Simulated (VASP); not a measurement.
Runs of VASP 6.6.1 on ZnSe. The structure is that of space group F-43m (No. 216), or close to it. The cells are those of the table. 

```tsv
task	level	cell	k mesh	cutoff (eV)	smearing	gap on the mesh (eV)	pressure (GPa)	relaxed volume (Å³/atom)
single point	PBE	a = 4.006 Å, angles 60.0°, 2 atoms	4 × 4 × 4	520	gaussian 0.01 eV	1.28	(b)	-
dielectric tensor	r2SCAN	a = 4.006 Å, angles 60.0°, 2 atoms	6 × 6 × 6	520	gaussian 0.01 eV	1.87	-	-
relaxation of cell and atoms	PBE	relaxed from a = 3.820 Å, angles 60.0°, 2 atoms	8 × 8 × 8	600	fermi-dirac 0.02 eV	1.15	0.0	(a)
single point	PBE	a = 4.053 Å, angles 60.0°, 2 atoms	8 × 8 × 8	520	fermi-dirac 0.02 eV	1.15	0.2	-
relaxation of cell and atoms	r2SCAN	relaxed from a = 4.053 Å, angles 60.0°, 2 atoms	8 × 8 × 8	600	fermi-dirac 0.02 eV	1.87	0.0	22.75
```

Alike in all rows: potentials or basis VASP PAW PBE potentials, release 64 (Zn, Se); no spin polarisation.

Q: Fill in the values left out.

A: (a) 23.60; (b) 2.8.

Caveats: some runs use coarse meshes; the PAW data sets were made with another functional, which shifts forces and pressure a little (at least some runs); the volume moved by over 15 % at a fixed basis, so the end points are rough (at least some runs).

A k mesh can miss the band edges, and the runs leave out spin-orbit coupling on Se.
